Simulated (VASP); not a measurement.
# SiO2 (P4_12_12) in VASP: a series of runs, part 2 of 2

VASP 6.6.1.

### 4 Relaxation of the atoms, PBE

File INCAR:

```
PREC     = Accurate       # precision mode
ENCUT    = 520            # plane-wave cutoff, eV
EDIFF    = 1E-7           # SCF threshold, eV
ISMEAR   = 0              # smearing method
SIGMA    = 0.01           # smearing width, eV
LREAL    = False          # projectors in reciprocal space
LASPH    = True           # aspherical terms in the spheres
NELM     = 120            # most SCF steps
ALGO     = Normal         # electronic algorithm
ISIF     = 2              # what is computed and relaxed
LWAVE    = False          # write WAVECAR
LCHARG   = False          # write CHGCAR
GGA      = PE             # functional
IBRION   = 2              # ionic algorithm
NSW      = 100            # ionic steps
EDIFFG   = -0.03          # ionic threshold
GGA_COMPAT= False        
NELMIN   = 4
```

File KPOINTS:

```
Automatic mesh
0
Gamma
  1 1 1
  0.25 0.25 0.25
```

File POSCAR:

```
SiO2
1.0
    0.0000000000      5.0813926900      7.0944098900
    5.0813926900      0.0000000000      7.0944098900
    5.0813926900      5.0813926900      0.0000000000
Si O
8 16
Direct
    0.2500000000      0.2500000000      0.4557663000
    0.7500000000      0.7500000000      0.9557663000
    0.0807663000      0.6692337000      0.1250000000
    0.5807663000      0.1692337000      0.6250000000
    0.4192337000      0.8307663000      0.3750000000
    0.9192337000      0.3307663000      0.8750000000
    0.0000000000      0.0000000000      0.2942337000
    0.5000000000      0.5000000000      0.7942337000
    0.0892867300      0.2360795200      0.6696805100
    0.5892867300      0.7360795200      0.1696805100
    0.4860795200      0.3392867300      0.7549532500
    0.9860795200      0.8392867300      0.2549532500
    0.4107132700      0.2639204800      0.4950467500
    0.9107132700      0.7639204800      0.9950467500
    0.2053194900      0.8700467500      0.3889204800
    0.7053194900      0.3700467500      0.8889204800
    0.0139204800      0.1607132700      0.0803194900
    0.5139204800      0.6607132700      0.5803194900
    0.3799532500      0.0446805100      0.3610795200
    0.8799532500      0.5446805100      0.8610795200
    0.2946805100      0.6299532500      0.9642867300
    0.7946805100      0.1299532500      0.4642867300
    0.1200467500      0.4553194900      0.2857132700
    0.6200467500      0.9553194900      0.7857132700
```

Potentials or basis: VASP PAW PBE potentials, release 64 (Si, O).

Launch:

```
> cat potpaw_PBE.64/Si/POTCAR potpaw_PBE.64/O/POTCAR > POTCAR
> mpirun -np 1 vasp_std > vasp.out
```

OUTCAR:

```text
PREC = Accurate
   ENCUT = 520
   EDIFF = 1E-7
   ISMEAR = 0
   LREAL = False
   LASPH = True
   NELM = 120
   ISIF = 2
   GGA = PE
   IBRION = 2
   NSW = 100
   EDIFFG = -0.03
   NELMIN = 4

 ion  position               nearest neighbor table
   1  0.250  0.250  0.456-  13 1.63   9 1.63  19 1.63  23 1.63   5 3.13   6 3.13   3 3.13   4 3.13

   2  0.750  0.750  0.956-  14 1.63  10 1.63  20 1.63  24 1.63   5 3.13   6 3.13   3 3.13   4 3.13

   3  0.081  0.669  0.125-  21 1.63  23 1.63  12 1.63  14 1.63   1 3.13   2 3.13   7 3.13   8 3.13
[... 13 lines left out ...]
  11  0.486  0.339  0.755-   8 1.63   4 1.63
  12  0.986  0.839  0.255-   7 1.63   3 1.63
  13  0.411  0.264  0.495-   1 1.63   4 1.63
  14  0.911  0.764  0.995-   2 1.63   3 1.63
[... 8 lines left out ...]
  23  0.120  0.455  0.286-   3 1.63   1 1.63
  24  0.620  0.955  0.786-   4 1.63   2 1.63

  LATTYP: Found a body centered tetragonal cell.
 ALAT       =     7.1861744579
 C/A-ratio  =     1.9744608015

  Lattice vectors:

 A1 = (  -5.0813926900,   0.0000000000,   7.0944098900)
 A2 = (   5.0813926900,   0.0000000000,   7.0944098900)
[... 206 lines left out ...]
  band No.  band energies     occupation
      1     -19.5233      2.00000
      2     -19.0133      2.00000
      3     -18.9157      2.00000
      4     -18.9030      2.00000
      5     -18.5575      2.00000
      6     -18.5060      2.00000
[... 68 lines left out ...]
     75       9.2195      0.00000
     76       9.2802      0.00000
 [bands above 76 left out]

------------------------ aborting loop because EDIFF is reached ----------------------------------------

  FORCE on cell =-STRESS in cart. coord.  units (eV):
  Direction    XX          YY          ZZ          XY          YZ          ZX
  --------------------------------------------------------------------------------------
  -------------------------------------------------------------------------------------
  Total        0.1658070      0.1658070      0.2131749     -0.0000000      0.0000000      0.0000000
  in kB        0.7251064      0.7251064      0.9322552     -0.0000000      0.0000000      0.0000000
  external PRESSURE =       0.7941560 kB  Pullay stress =       0.0000000 kB

 VOLUME and BASIS-vectors are now :
 -----------------------------------------------------------------------------
  energy-cutoff  :      520.00
  volume of cell :      366.36
      direct lattice vectors                 reciprocal lattice vectors
     0.000000000  5.081392690  7.094409890    -0.098398221  0.098398221  0.070478025
     5.081392690  0.000000000  7.094409890     0.098398221 -0.098398221  0.070478025
     5.081392690  5.081392690  0.000000000     0.098398221  0.098398221 -0.070478025

 POSITION                                       TOTAL-FORCE (eV/Angst)
 -----------------------------------------------------------------------------------
      3.58628      3.58628      3.54720        -0.014480     -0.014480     -0.000000
      8.66767      8.66767     10.64161        -0.014480     -0.014480     -0.000000
      4.03581      1.04558      5.32081         0.014480     -0.014480     -0.000000
      4.03581      6.12697      5.32081         0.014480     -0.014480     -0.000000
      6.12697      4.03581      8.86801        -0.014480      0.014480     -0.000000
      6.12697      9.11721      8.86801        -0.014480      0.014480     -0.000000
[... 16 lines left out ...]
      3.76548      2.06183      4.08188        -0.003422      0.010308      0.017114
      8.84687      7.14322     11.17629        -0.003422      0.010308      0.017114
 -----------------------------------------------------------------------------------
    total drift:                                0.000028     -0.000028      0.000000

  FREE ENERGIE OF THE ION-ELECTRON SYSTEM (eV)
  ---------------------------------------------------
  free  energy   TOTEN  =      -189.8428328813 eV

  energy  without entropy=     -189.8428328813  energy(sigma->0) =     -189.84283288

 reached required accuracy - stopping structural energy minimisation
```

OSZICAR:

```text
N       E                     dE             d eps       ncg     rms          rms(c)
DAV:   1     0.919829869469E+03    0.91983E+03   -0.64902E+04   154   0.149E+03
DAV:   2    -0.129490591068E+03   -0.10493E+04   -0.10245E+04   199   0.347E+02
DAV:   3    -0.214045157454E+03   -0.84555E+02   -0.84157E+02   172   0.108E+02
DAV:   4    -0.215606452149E+03   -0.15613E+01   -0.15577E+01   180   0.157E+01
DAV:   5    -0.215649349149E+03   -0.42897E-01   -0.42835E-01   180   0.247E+00    0.407E+01
DAV:   6    -0.189777974432E+03    0.25871E+02   -0.11801E+02   180   0.371E+01    0.187E+01
DAV:   7    -0.189829873536E+03   -0.51899E-01   -0.29980E+00   196   0.562E+00    0.713E+00
DAV:   8    -0.189814293098E+03    0.15580E-01   -0.14609E-01   180   0.185E+00    0.269E+00
DAV:   9    -0.189837945340E+03   -0.23652E-01   -0.74613E-02   180   0.132E+00    0.555E-01
DAV:  10    -0.189843195055E+03   -0.52497E-02   -0.11933E-02   180   0.400E-01    0.185E-01
DAV:  11    -0.189842794135E+03    0.40092E-03   -0.35946E-03   180   0.225E-01    0.210E-02
DAV:  12    -0.189842825558E+03   -0.31424E-04   -0.89727E-05   188   0.354E-02    0.268E-02
DAV:  13    -0.189842832177E+03   -0.66184E-05   -0.27886E-05   180   0.196E-02    0.510E-03
DAV:  14    -0.189842832904E+03   -0.72711E-06   -0.73943E-07   172   0.353E-03    0.154E-03
DAV:  15    -0.189842832881E+03    0.22621E-07   -0.39165E-08   116   0.961E-04
   1 F= -.18984283E+03 E0= -.18984283E+03  d E =-.189843E+03
```

CONTCAR:

```text
SiO2
   1.00000000000000
     0.0000000000000000    5.0813926900000004    7.0944098899999997
     5.0813926900000004    0.0000000000000000    7.0944098899999997
     5.0813926900000004    5.0813926900000004    0.0000000000000000
  Si              O
     8    16
Direct
     0.2500000000000000    0.2500000000000000    0.4557663000000005
     0.7500000000000000    0.7500000000000000    0.9557663000000005
     0.0807663000000005    0.6692336999999995    0.1250000000000000
     0.5807663000000005    0.1692336999999995    0.6250000000000000
     0.4192336999999995    0.8307663000000005    0.3750000000000000
     0.9192336999999995    0.3307663000000005    0.8750000000000000
[... 16 lines left out ...]
     0.1200467500000002    0.4553194900000008    0.2857132700000022
     0.6200467500000002    0.9553194900000008    0.7857132700000022

  0.00000000E+00  0.00000000E+00  0.00000000E+00
  0.00000000E+00  0.00000000E+00  0.00000000E+00
  0.00000000E+00  0.00000000E+00  0.00000000E+00
  0.00000000E+00  0.00000000E+00  0.00000000E+00
  0.00000000E+00  0.00000000E+00  0.00000000E+00
  0.00000000E+00  0.00000000E+00  0.00000000E+00
[... 16 lines left out ...]
  0.00000000E+00  0.00000000E+00  0.00000000E+00
  0.00000000E+00  0.00000000E+00  0.00000000E+00
```

Run time: 2.4 min. Hardware: 1 thread of Intel Xeon 8259CL, shared host; peak memory 0.54 GiB.

What came out:

```yaml
Free_energy: -189.8428 eV
Pressure_after_relaxing: 0.1 GPa
Largest_force_after_relaxing: 0.020 eV/Å
```

Forces on the atoms (eV/Å):
```
Si  -0.014 -0.014  0.000
Si  -0.014 -0.014  0.000
Si   0.014 -0.014  0.000
Si   0.014 -0.014  0.000
Si  -0.014  0.014  0.000
Si  -0.014  0.014  0.000
Si   0.014  0.014  0.000
Si   0.014  0.014  0.000
O    0.010  0.003  0.017
O    0.010  0.003  0.017
O   -0.010 -0.003  0.017
O   -0.010 -0.003  0.017
O    0.003  0.010 -0.017
O    0.003  0.010 -0.017
O    0.003 -0.010  0.017
O    0.003 -0.010  0.017
O   -0.003 -0.010 -0.017
O   -0.003 -0.010 -0.017
O    0.010 -0.003 -0.017
O    0.010 -0.003 -0.017
O   -0.010  0.003 -0.017
O   -0.010  0.003 -0.017
O   -0.003  0.010  0.017
O   -0.003  0.010  0.017
```

Final structure:
```
Si O
1.0
     0.00000    5.08139    7.09441
     5.08139    0.00000    7.09441
     5.08139    5.08139    0.00000
Si O
8 16
Direct
  0.25000 0.25000 0.45577
  0.75000 0.75000 0.95577
  0.08077 0.66923 0.12500
  0.58077 0.16923 0.62500
  0.41923 0.83077 0.37500
  0.91923 0.33077 0.87500
  0.00000 0.00000 0.29423
  0.50000 0.50000 0.79423
  0.08929 0.23608 0.66968
  0.58929 0.73608 0.16968
  0.48608 0.33929 0.75495
  0.98608 0.83929 0.25495
  0.41071 0.26392 0.49505
  0.91071 0.76392 0.99505
  0.20532 0.87005 0.38892
  0.70532 0.37005 0.88892
  0.01392 0.16071 0.08032
  0.51392 0.66071 0.58032
  0.37995 0.04468 0.36108
  0.87995 0.54468 0.86108
  0.29468 0.62995 0.96429
  0.79468 0.12995 0.46429
  0.12005 0.45532 0.28571
  0.62005 0.95532 0.78571
```

Caveat: the k points lie up to 0.98 Å⁻¹ apart, too coarse for converged energies, forces and pressures; the relaxation stopped at its first step, so nothing moved.

### 5 Summary

| task | level | cell | cutoff (eV) | smearing | grid for exact exchange (PRECFOCK) | share of exact exchange | pressure (GPa) | largest force (eV/Å) |
| --- | --- | --- | --- | --- | --- | --- | --- | --- |
| single point | PBE | as given | 600 | gaussian 0.01 eV | - | - | -0.1 | 0.02 |
| single point | PBE0 | as given | 520 | fermi-dirac 0.01 eV | Fast | 0.25 | -4.6 | 0.34 |
| relaxation of the atoms | PBE | atoms relaxed | 520 | gaussian 0.01 eV | - | - | 0.1 | 0.02 |

Alike in all rows: potentials or basis VASP PAW PBE potentials, release 64 (Si, O); no spin polarisation; k mesh 1 × 1 × 1, shifted.

Caveats: all runs use coarse meshes; the PAW data sets were made with another functional, which shifts forces and pressure a little (at least some runs); the relaxation stopped at its first step, so nothing moved (at least some runs).

Absolute energies hang on the potentials; compare differences alone.
